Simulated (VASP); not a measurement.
# As (P6_3/mmc) in VASP: notebook

The runs below take As through single point, with PBE.

All numbers are computed with VASP 6.6.1; they aren't measurements. Logs are shortened: lines on timing, memory, paths and dates and some standing lists are left out, and cuts for length are marked.

### 1 The cell of the first run

Symmetry: P6_3/mmc, No. 194, hexagonal system. Conventional cell: a = 2.722 Å, b = 2.722 Å, c = 4.274 Å, α = 90.00°, β = 90.00°, γ = 120.00°. Within 3.5 Å of As (site symmetry -6m2) lie 12 As at 2.65 to 2.72 Å.

### 2 Single point, PBE

File INCAR:

```
SYSTEM = As
  PREC = Accurate
  ENCUT = 520
  EDIFF = 1E-6
  ISMEAR = -1
  SIGMA = 0.08
  LREAL = .False.
  LASPH = .True.
  NELM = 100
  ALGO = Normal
  ISIF = 2
  LWAVE = .False.
  LCHARG = .False.
  GGA = PE
  NBANDS = 12
```

File KPOINTS:

```
Automatic mesh
0
Gamma
  16 16 9
  0 0 0
```

File POSCAR:

```
As
1.0
    2.7217800368      0.0000000000      0.0000000000
   -1.3608900184      2.3571306554      0.0000000000
    0.0000000000      0.0000000000      4.2742066247
As
2
Direct
    0.3333333333      0.6666666667      0.2500000000
    0.6666666667      0.3333333333      0.7500000000
```

Potentials or basis: VASP PAW PBE potentials, release 64 (As).

Run with:

```console
$ cat potpaw_PBE.64/As/POTCAR > POTCAR
$ mpirun -np 1 vasp_std > vasp.out
```

OUTCAR:

```text
SYSTEM = As
   PREC = Accurate
   ENCUT = 520
   EDIFF = 1E-6
   ISMEAR = -1
   LREAL = .False.
   LASPH = .True.
   NELM = 100
   ISIF = 2
   GGA = PE

 ion  position               nearest neighbor table
   1  0.333  0.667  0.250-   2 2.65   2 2.65   2 2.65   2 2.65   2 2.65   2 2.65
   2  0.667  0.333  0.750-   1 2.65   1 2.65   1 2.65   1 2.65   1 2.65   1 2.65

  LATTYP: Found a hexagonal cell.
 ALAT       =     2.7217800368
 C/A-ratio  =     1.5703718033

  Lattice vectors:

 A1 = (   2.7217800368,   0.0000000000,   0.0000000000)
 A2 = (  -1.3608900184,   2.3571306554,   0.0000000000)
 A3 = (   0.0000000000,   0.0000000000,   4.2742066247)

Analysis of symmetry for initial positions (statically):
=====================================================================
 Subroutine PRICEL returns:
 Original cell was already a primitive cell.

 Routine SETGRP: Setting up the symmetry group for a
 hexagonal supercell.

 Subroutine GETGRP returns: Found 24 space group operations
 (whereof 12 operations were pure point group operations)
 out of a pool of 24 trial point group operations.

The static configuration has the point symmetry D_3d.
 The point group associated with its full space group is D_6h.

Analysis of symmetry for dynamics (positions and initial velocities):
=====================================================================
 Subroutine PRICEL returns:
 Original cell was already a primitive cell.

 Routine SETGRP: Setting up the symmetry group for a
 hexagonal supercell.

 Subroutine GETGRP returns: Found 24 space group operations
 (whereof 12 operations were pure point group operations)
 out of a pool of 24 trial point group operations.

The dynamic configuration has the point symmetry D_3d.
 The point group associated with its full space group is D_6h.

 Subroutine INISYM returns: Found 24 space group operations
 (whereof 12 operations are pure point group operations),
 and found     1 'primitive' translations

----------------------------------------------------------------------------------------

                                     Primitive cell

  volume of cell :      27.4216

  direct lattice vectors                    reciprocal lattice vectors
     2.721780037  0.000000000  0.000000000     0.367406619  0.212122310  0.000000000
    -1.360890018  2.357130655  0.000000000     0.000000000  0.424244620  0.000000000
     0.000000000  0.000000000  4.274206625     0.000000000  0.000000000  0.233961548

  length of vectors
     2.721780037  2.721780037  4.274206625     0.424244620  0.424244620  0.233961548

  position of ions in fractional coordinates (direct lattice)
     0.333333333  0.666666667  0.250000000
     0.666666667  0.333333333  0.750000000

  ion indices of the primitive-cell ions
   primitive index   ion index
                 1           1
                 2           2

----------------------------------------------------------------------------------------

 KPOINTS: Automatic mesh

Automatic generation of k-mesh.
 Grid dimensions read from file:
 generate k-points for:   16   16    9

 Generating k-lattice:

  Cartesian coordinates                     Fractional coordinates (reciprocal lattice)
     0.022962914  0.013257644  0.000000000     0.062500000  0.000000000  0.000000000
     0.000000000  0.026515289  0.000000000     0.000000000  0.062500000  0.000000000
     0.000000000  0.000000000  0.025995728     0.000000000  0.000000000  0.111111111

  Length of vectors
     0.026515289  0.026515289  0.025995728

  Shift w.r.t. Gamma in fractional coordinates (k-lattice)
     0.000000000  0.000000000  0.000000000

 Subroutine IBZKPT returns following result:
 ===========================================

 Found    150 irreducible k-points:

 Following reciprocal coordinates:
            Coordinates               Weight
  0.000000  0.000000  0.000000      1.000000
  0.062500 -0.000000  0.000000      6.000000
  0.125000 -0.000000  0.000000      6.000000
  0.187500  0.000000  0.000000      6.000000
  0.250000 -0.000000  0.000000      6.000000
  0.312500 -0.000000  0.000000      6.000000
[... 16 lines left out ...]
  0.187500  0.187500  0.000000      6.000000
  0.250000  0.187500  0.000000     12.000000
 [... further k-points ...]
   k-points           NKPTS =    150   k-points in BZ     NKDIM =    150   number of bands    NBANDS=     12
   number of dos      NEDOS =    301   number of ions     NIONS =      2
   total plane-waves  NPLWV =  12800
   dimension x,y,z NGX =    20 NGY =   20 NGZ =   32
   dimension x,y,z NGXF=    40 NGYF=   40 NGZF=   64
   ions per type =               2
   NGX,Y,Z   is equivalent  to a cutoff of  12.22, 12.22, 12.45 a.u.
   NGXF,Y,Z  is equivalent  to a cutoff of  24.43, 24.43, 24.89 a.u.
 SYSTEM =  As
   PREC   = accura    normal or accurate (medium, high low for compatibility)
   ISTART =      0    job   : 0-new  1-cont  2-samecut
   ICHARG =      2    charge: 1-file 2-atom 10-const
   ISPIN  =      1    spin polarized calculation?
   LNONCOLLINEAR =      F non collinear calculations
   LSORBIT =      F    spin-orbit coupling
   LASPH  =      T    aspherical Exc in radial PAW
   ENCUT  =  520.0 eV  38.22 Ry    6.18 a.u.   5.06  5.06  7.95*2*pi/ulx,y,z
   NELM   =    100;   NELMIN=  2; NELMDL= -5     # of ELM steps
   EDIFF  = 0.1E-05   stopping-criterion for ELM
   LREAL  =      F    real-space projection
   EDIFFG = 0.1E-04   stopping-criterion for IOM
   NSW    =      0    number of steps for IOM
   IBRION =     -1    ionic relax: 0-MD 1-quasi-New 2-CG
   NFREE  =      0    steps in history (QN), initial steepest desc. (CG)
   ISIF   =      2    stress and relaxation
   ISYM   =      2    0-nonsym 1-usesym 2-fastsym
   POTIM  = 0.5000    time-step for ionic-motion
   TEBEG  =    0.0;   TEEND  =   0.0 temperature during run
   PSTRESS=    0.0 pullay stress
   NELECT =      10.0000    total number of electrons
   NUPDOWN=      -1.0000    fix difference up-down
   EMIN   =  10.00;   EMAX   =-10.00  energy-range for DOS
   EFERMI =   0.00;   METHOD = LEGACY
   ISMEAR =    -1;   SIGMA  =   0.08  broadening in eV -4-tet -1-fermi 0-gaus
   EFERMI_NEDOS =   21; number of points for ismear=-14 and -15
   IALGO  =     38    algorithm
   IMIX   =      4    mixing-type and parameters
     AMIX     =   0.40;   BMIX     =  1.00
     AMIX_MAG =   1.60;   BMIX_MAG =  1.00
  volume/ion in A,a.u.               =      13.71        92.52
  Fermi-wavevector in a.u.,A,eV,Ry     =   1.169618  2.210258 18.612860  1.368007
  Thomas-Fermi vector in A             =   2.306088
   LORBIT       =      0    0 simple, 1 ext, 2 COOP (PROOUT), +10 PAW based schemes
   GGA     = PE    functional components
   LHFCALC =     F    Hartree Fock is set to
   AEXX    =    0.0000 exact exchange contribution
   IVDW    =     0    specifies the selected vdW correction
   LEPSILON=     F    determine dielectric tensor
   LRPA    =     F    only Hartree local field effects (RPA)
 non-spin polarized calculation
  energy-cutoff  :      520.00
  volume of cell :       27.42
 maximum number of plane-waves:       755
   NGX = 11   NGY = 11   NGZ = 15

 number of electron      10.0000001 magnetization

 Free energy of the ion-electron system (eV)
  ---------------------------------------------------
  ext. energy  EPLUGINS =         0.00000000
  ---------------------------------------------------
  free energy    TOTEN  =        -6.88677155 eV

  energy without entropy =       -6.86896164  energy(sigma->0) =       -6.87786660

 E-fermi :  10.8983     XC(G=0): -12.2797

 val. band max:       10.8684196859   @ k =   0.4375   0.0625   0.2222
 cond. band min:      10.9113681370   @ k =   0.2500  -0.0000   0.3333
 fundamental gap:      0.0429484512
 Fermi energy:        10.8982667460

 k-point     1 :       0.0000    0.0000    0.0000
  band No.  band energies     occupation
      1      -7.8111      2.00000
      2      -0.3936      2.00000
      3       1.4723      2.00000
      4      16.1254      0.00000
      5      16.1254      0.00000
      6      18.7158      0.00000
      7      18.7158      0.00000
      8      20.7615      0.00000
      9      21.8267      0.00000
     10      23.4861      0.00000
     11      24.7768      0.00000
     12      24.7768      0.00000

 k-point     2 :       0.0625   -0.0000    0.0000
  band No.  band energies     occupation
      1      -7.7061      2.00000
      2      -0.2955      2.00000
      3       1.5798      2.00000
      4      14.9055      0.00000
      5      15.6099      0.00000
      6      18.2899      0.00000
      7      19.0385      0.00000
      8      20.5178      0.00000
      9      22.3516      0.00000
     10      23.1815      0.00000
     11      24.6239      0.00000
     12      25.1967      0.00000

 k-point     3 :       0.1250   -0.0000    0.0000
  band No.  band energies     occupation
      1      -7.3912      2.00000
      2      -0.0022      2.00000
      3       1.9013      2.00000
      4      12.5687      0.00000
      5      14.6237      0.00000
      6      17.1445      0.00000
      7      19.2871      0.00000
      8      19.6668      0.00000
      9      20.9105      0.00000
     10      24.3300      0.00000
     11      24.9132      0.00000
     12      24.9635      0.00000
[... 286 lines left out ...]
 k-point    23 :       0.1875    0.1875    0.0000
  band No.  band energies     occupation
      1      -4.9907      2.00000
      2       2.0949      2.00000
      3       4.3047      2.00000
      4       6.5862      2.00000
      5       7.9452      2.00000
      6      13.5970      0.00000
      7      14.4549      0.00000
      8      14.6544      0.00000
      9      18.7634      0.00000
     10      22.3599      0.00000
     11      23.3370      0.00000
     12      26.6501      0.00000

 k-point    24 :       0.2500    0.1875    0.0000
  band No.  band energies     occupation
      1      -3.9620      2.00000
      2       2.6370      2.00000
      3       5.2326      2.00000
      4       5.3051      2.00000
      5       6.9199      2.00000
      6      11.8383      0.00002
      7      13.1548      0.00000
      8      13.5713      0.00000
      9      17.5873      0.00000
     10      22.2347      0.00000
     11      25.2352      0.00000
     12      27.4814      0.00000

 [... further k-points ...]
[... 5 lines left out ...]
  --------------------------------------------------------------------------------------
  -------------------------------------------------------------------------------------
  Total        9.7585940      9.7585940      9.7851406     -0.0000000      0.0000000      0.0000000
  in kB      570.1716757    570.1716757    571.7227328     -0.0000000      0.0000000      0.0000000
  external PRESSURE =     570.6886947 kB  Pullay stress =       0.0000000 kB

 VOLUME and BASIS-vectors are now :
 -----------------------------------------------------------------------------
  energy-cutoff  :      520.00
  volume of cell :       27.42
      direct lattice vectors                 reciprocal lattice vectors
     2.721780037  0.000000000  0.000000000     0.367406619  0.212122310  0.000000000
    -1.360890018  2.357130655  0.000000000     0.000000000  0.424244620  0.000000000
     0.000000000  0.000000000  4.274206625     0.000000000  0.000000000  0.233961548

 POSITION                                       TOTAL-FORCE (eV/Angst)
 -----------------------------------------------------------------------------------
     -0.00000      1.57142      1.06855         0.000000      0.000000      0.000000
      1.36089      0.78571      3.20565        -0.000000      0.000000      0.000000
 -----------------------------------------------------------------------------------
    total drift:                                0.000000     -0.000000      0.000000

  FREE ENERGIE OF THE ION-ELECTRON SYSTEM (eV)
  ---------------------------------------------------
  free  energy   TOTEN  =        -6.8867715484 eV

  energy  without entropy=       -6.8689616435  energy(sigma->0) =       -6.87786660
```

Wall time 13 s (1 thread of Intel Xeon 6975P-C (Granite Rapids), shared host); peak memory 0.16 GiB.

What came out:

```
Free energy            : -6.8868 eV
Pressure               : 57.1 GPa
Band gap on the k mesh : zero (band 5 reaches 17.32 eV, above the bottom of band 6 at 5.98 eV)
```

[end of part 1 of 2]
